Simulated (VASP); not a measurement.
# LiCl (I4/mmm) in VASP: notebook, part 2 of 2

VASP 6.6.1. Earlier steps stand in the parts before.

## Step 3: Single point, PBEsol (strain +0.025 along x and y, -0.050 along z)

The input, INCAR:

```
SYSTEM = LiCl
ALGO = Normal ; EDIFF = 1E-6
ENCUT = 520 ; GGA = PS
ISIF = 2 ; ISMEAR = 0
LASPH = .True. ; LCHARG = .False.
LREAL = .False. ; LWAVE = .False.
NBANDS = 12 ; NELM = 100
PREC = Accurate ; SIGMA = 0.05
```

The input, KPOINTS:

```
k-points
0
Gamma
  8 8 8
  0 0 0
```

The input, POSCAR:

```
LiCl
1.0
    0.0000000000      2.6288790000      2.4365220000
    2.6288790000      0.0000000000      2.4365220000
    2.6288790000      2.6288790000      0.0000000000
Li Cl
1 1
Direct
    0.0000000000      0.0000000000      0.0000000000
    0.5000000000      0.5000000000      0.5000000000
```

Potentials or basis: VASP PAW PBE potentials, release 64 (Li_sv, Cl).

Launch:

```console
$ cat potpaw_PBE.64/Li_sv/POTCAR potpaw_PBE.64/Cl/POTCAR > POTCAR
$ mpirun -np 1 vasp_std > vasp.out
```

OUTCAR:

```text
SYSTEM = LiCl
   EDIFF = 1E-6
   ENCUT = 520
   GGA = PS
   ISIF = 2
   ISMEAR = 0
   LASPH = .True.
   LREAL = .False.
   NELM = 100
   PREC = Accurate

 ion  position               nearest neighbor table
   1  0.000  0.000  0.000-   2 2.44   2 2.44   2 2.63   2 2.63   2 2.63   2 2.63
   2  0.500  0.500  0.500-   1 2.44   1 2.44   1 2.63   1 2.63   1 2.63   1 2.63

  LATTYP: Found a body centered tetragonal cell.
 ALAT       =     3.7177963356
 C/A-ratio  =     1.3107345212

  Lattice vectors:

 A1 = (   0.0000000000,  -2.6288790000,  -2.4365220000)
 A2 = (   0.0000000000,   2.6288790000,  -2.4365220000)
 A3 = (   2.6288790000,   0.0000000000,   2.4365220000)

Analysis of symmetry for initial positions (statically):
=====================================================================
 Subroutine PRICEL returns:
 Original cell was already a primitive cell.

 Routine SETGRP: Setting up the symmetry group for a
 body centered tetragonal supercell.

 Subroutine GETGRP returns: Found 16 space group operations
 (whereof 16 operations were pure point group operations)
 out of a pool of 16 trial point group operations.

The static configuration has the point symmetry D_4h.

Analysis of symmetry for dynamics (positions and initial velocities):
=====================================================================
 Subroutine PRICEL returns:
 Original cell was already a primitive cell.

 Routine SETGRP: Setting up the symmetry group for a
 body centered tetragonal supercell.

 Subroutine GETGRP returns: Found 16 space group operations
 (whereof 16 operations were pure point group operations)
 out of a pool of 16 trial point group operations.

The dynamic configuration has the point symmetry D_4h.

 Subroutine INISYM returns: Found 16 space group operations
 (whereof 16 operations are pure point group operations),
 and found     1 'primitive' translations

----------------------------------------------------------------------------------------

                                     Primitive cell

  volume of cell :      33.6776

  direct lattice vectors                    reciprocal lattice vectors
     0.000000000  2.628879000  2.436522000    -0.190195136  0.190195136  0.205210542
     2.628879000  0.000000000  2.436522000     0.190195136 -0.190195136  0.205210542
     2.628879000  2.628879000  0.000000000     0.190195136  0.190195136 -0.205210542

  length of vectors
     3.584361066  3.584361066  3.717796336     0.338319001  0.338319001  0.338319001

  position of ions in fractional coordinates (direct lattice)
     0.000000000  0.000000000  0.000000000
     0.500000000  0.500000000  0.500000000

  ion indices of the primitive-cell ions
   primitive index   ion index
                 1           1
                 2           2

----------------------------------------------------------------------------------------

 KPOINTS: k-points

Automatic generation of k-mesh.
 Grid dimensions read from file:
 generate k-points for:    8    8    8

 Generating k-lattice:

  Cartesian coordinates                     Fractional coordinates (reciprocal lattice)
    -0.023774392  0.023774392  0.025651318     0.125000000 -0.000000000  0.000000000
     0.023774392 -0.023774392  0.025651318    -0.000000000  0.125000000  0.000000000
     0.023774392  0.023774392 -0.025651318     0.000000000  0.000000000  0.125000000

  Length of vectors
     0.042289875  0.042289875  0.042289875

  Shift w.r.t. Gamma in fractional coordinates (k-lattice)
     0.000000000  0.000000000  0.000000000

 Subroutine IBZKPT returns following result:
 ===========================================

 Found     59 irreducible k-points:

 Following reciprocal coordinates:
            Coordinates               Weight
  0.000000  0.000000  0.000000      1.000000
  0.125000  0.000000  0.000000      8.000000
  0.250000  0.000000  0.000000      8.000000
  0.375000  0.000000  0.000000      8.000000
  0.500000  0.000000  0.000000      4.000000
  0.125000  0.125000  0.000000      2.000000
[... 16 lines left out ...]
  0.250000  0.000000  0.125000     16.000000
  0.375000  0.000000  0.125000     16.000000
 [... further k-points ...]
   k-points           NKPTS =     59   k-points in BZ     NKDIM =     59   number of bands    NBANDS=     12
   number of dos      NEDOS =    301   number of ions     NIONS =      2
   total plane-waves  NPLWV =  21952
   dimension x,y,z NGX =    28 NGY =   28 NGZ =   28
   dimension x,y,z NGXF=    56 NGYF=   56 NGZF=   56
   ions per type =               1   1
   NGX,Y,Z   is equivalent  to a cutoff of  12.99, 12.99, 12.52 a.u.
   NGXF,Y,Z  is equivalent  to a cutoff of  25.97, 25.97, 25.04 a.u.
 SYSTEM =  LiCl
   PREC   = accura    normal or accurate (medium, high low for compatibility)
   ISTART =      0    job   : 0-new  1-cont  2-samecut
   ICHARG =      2    charge: 1-file 2-atom 10-const
   ISPIN  =      1    spin polarized calculation?
   LNONCOLLINEAR =      F non collinear calculations
   LSORBIT =      F    spin-orbit coupling
   LASPH  =      T    aspherical Exc in radial PAW
   ENCUT  =  520.0 eV  38.22 Ry    6.18 a.u.   6.66  6.66  6.91*2*pi/ulx,y,z
   NELM   =    100;   NELMIN=  2; NELMDL= -5     # of ELM steps
   EDIFF  = 0.1E-05   stopping-criterion for ELM
   LREAL  =      F    real-space projection
   EDIFFG = 0.1E-04   stopping-criterion for IOM
   NSW    =      0    number of steps for IOM
   IBRION =     -1    ionic relax: 0-MD 1-quasi-New 2-CG
   NFREE  =      0    steps in history (QN), initial steepest desc. (CG)
   ISIF   =      2    stress and relaxation
   ISYM   =      2    0-nonsym 1-usesym 2-fastsym
   POTIM  = 0.5000    time-step for ionic-motion
   TEBEG  =    0.0;   TEEND  =   0.0 temperature during run
   PSTRESS=    0.0 pullay stress
   NELECT =      10.0000    total number of electrons
   NUPDOWN=      -1.0000    fix difference up-down
   EMIN   =  10.00;   EMAX   =-10.00  energy-range for DOS
   EFERMI =   0.00;   METHOD = LEGACY
   ISMEAR =     0;   SIGMA  =   0.05  broadening in eV -4-tet -1-fermi 0-gaus
   EFERMI_NEDOS =   21; number of points for ismear=-14 and -15
   IALGO  =     38    algorithm
   IMIX   =      4    mixing-type and parameters
     AMIX     =   0.40;   BMIX     =  1.00
     AMIX_MAG =   1.60;   BMIX_MAG =  1.00
  volume/ion in A,a.u.               =      16.84       113.63
  Fermi-wavevector in a.u.,A,eV,Ry     =   1.092180  2.063921 16.229815  1.192858
  Thomas-Fermi vector in A             =   2.228441
   LORBIT       =      0    0 simple, 1 ext, 2 COOP (PROOUT), +10 PAW based schemes
   GGA     = PS    functional components
   LHFCALC =     F    Hartree Fock is set to
   AEXX    =    0.0000 exact exchange contribution
   IVDW    =     0    specifies the selected vdW correction
   LEPSILON=     F    determine dielectric tensor
   LRPA    =     F    only Hartree local field effects (RPA)
 non-spin polarized calculation
 Gauss-broadening in eV      SIGMA  =   0.05
  energy-cutoff  :      520.00
  volume of cell :       33.68
 maximum number of plane-waves:       926
   NGX = 13   NGY = 13   NGZ = 13

 number of electron      10.0000008 magnetization

 Free energy of the ion-electron system (eV)
  ---------------------------------------------------
  ext. energy  EPLUGINS =         0.00000000
  ---------------------------------------------------
  free energy    TOTEN  =        -7.61972239 eV

  energy without entropy =       -7.61972239  energy(sigma->0) =       -7.61972239

 E-fermi :   0.9118     XC(G=0):  -8.9108

 val. band max:        0.6145198216   @ k =   0.0000   0.0000   0.0000
 cond. band min:       6.6874100626   @ k =   0.0000   0.0000   0.0000
 fundamental gap:      6.0728902410
 Fermi energy:         0.9118086717

 k-point     1 :       0.0000    0.0000    0.0000
  band No.  band energies     occupation
      1     -42.2510      2.00000
      2     -12.8602      2.00000
      3       0.3621      2.00000
      4       0.6145      2.00000
      5       0.6145      2.00000
      6       6.6874      0.00000
      7      12.1820      0.00000
      8      12.1820      0.00000
      9      12.8315      0.00000
     10      14.4910      0.00000
     11      14.4911      0.00000
     12      14.5381      0.00000
[... 331 lines left out ...]
 k-point    24 :       0.3750    0.0000    0.1250
  band No.  band energies     occupation
      1     -42.2485      2.00000
      2     -12.3934      2.00000
      3      -1.6907      2.00000
      4       0.0140      2.00000
      5       0.1441      2.00000
      6       8.0315      0.00000
      7       9.8785      0.00000
      8      11.2245      0.00000
      9      11.7114      0.00000
     10      14.8234      0.00000
     11      16.6993      0.00000
     12      17.3318      0.00000

 [... further k-points ...]
[... 5 lines left out ...]
  --------------------------------------------------------------------------------------
  -------------------------------------------------------------------------------------
  Total       -0.3895958     -0.3895958      0.2378950      0.0000000      0.0000000     -0.0000000
  in kB      -18.5346052    -18.5346052     11.3176026      0.0000000      0.0000000     -0.0000000
  external PRESSURE =      -8.5838692 kB  Pullay stress =       0.0000000 kB

 VOLUME and BASIS-vectors are now :
 -----------------------------------------------------------------------------
  energy-cutoff  :      520.00
  volume of cell :       33.68
      direct lattice vectors                 reciprocal lattice vectors
     0.000000000  2.628879000  2.436522000    -0.190195136  0.190195136  0.205210542
     2.628879000  0.000000000  2.436522000     0.190195136 -0.190195136  0.205210542
     2.628879000  2.628879000  0.000000000     0.190195136  0.190195136 -0.205210542

 POSITION                                       TOTAL-FORCE (eV/Angst)
 -----------------------------------------------------------------------------------
      0.00000      0.00000      0.00000        -0.000000      0.000000      0.000000
      2.62888      2.62888      2.43652         0.000000     -0.000000      0.000000
 -----------------------------------------------------------------------------------
    total drift:                                0.000000      0.000000      0.000000

  FREE ENERGIE OF THE ION-ELECTRON SYSTEM (eV)
  ---------------------------------------------------
  free  energy   TOTEN  =        -7.6197223914 eV

  energy  without entropy=       -7.6197223914  energy(sigma->0) =       -7.61972239
```

OSZICAR:

```text
N       E                     dE             d eps       ncg     rms          rms(c)
DAV:   1     0.402655420800E+02    0.40266E+02   -0.38783E+03  1416   0.754E+02
DAV:   2    -0.520295048214E+01   -0.45468E+02   -0.43420E+02  1836   0.145E+02
DAV:   3    -0.762063963923E+01   -0.24177E+01   -0.24102E+01  1868   0.338E+01
DAV:   4    -0.767662694084E+01   -0.55987E-01   -0.55973E-01  2012   0.530E+00
DAV:   5    -0.767730363722E+01   -0.67670E-03   -0.67667E-03  1896   0.528E-01    0.229E+00
DAV:   6    -0.761881852173E+01    0.58485E-01   -0.11461E-01  1852   0.156E+00    0.155E+00
DAV:   7    -0.761761519978E+01    0.12033E-02   -0.35892E-02  2228   0.100E+00    0.764E-01
DAV:   8    -0.761971113213E+01   -0.20959E-02   -0.38289E-03  1696   0.434E-01    0.117E-01
DAV:   9    -0.761969212692E+01    0.19005E-04   -0.17251E-04  1912   0.922E-02    0.377E-02
DAV:  10    -0.761972073152E+01   -0.28605E-04   -0.50615E-05  1652   0.495E-02    0.261E-02
DAV:  11    -0.761972254008E+01   -0.18086E-05   -0.74267E-06  1872   0.172E-02    0.416E-03
DAV:  12    -0.761972239137E+01    0.14871E-06   -0.21879E-07  1000   0.393E-03
   1 F= -.76197224E+01 E0= -.76197224E+01  d E =-.488486E-19
```

Wall time 23 s (1 thread of Intel Xeon 8259CL, shared host); peak memory 0.16 GiB.

Results:

```
Free energy            : -7.6197 eV
Band gap on the k mesh : 6.07 eV, direct
```

Caveat: the cell differs from its parent crystal (strain +0.025 along x and y, -0.050 along z); the cutoff is under 1.25 times the usual one of these potentials, so pressure, stress and relaxed cells hold a basis-set (Pulay) error; the PAW data sets were made with another functional, which shifts forces and pressure a little.
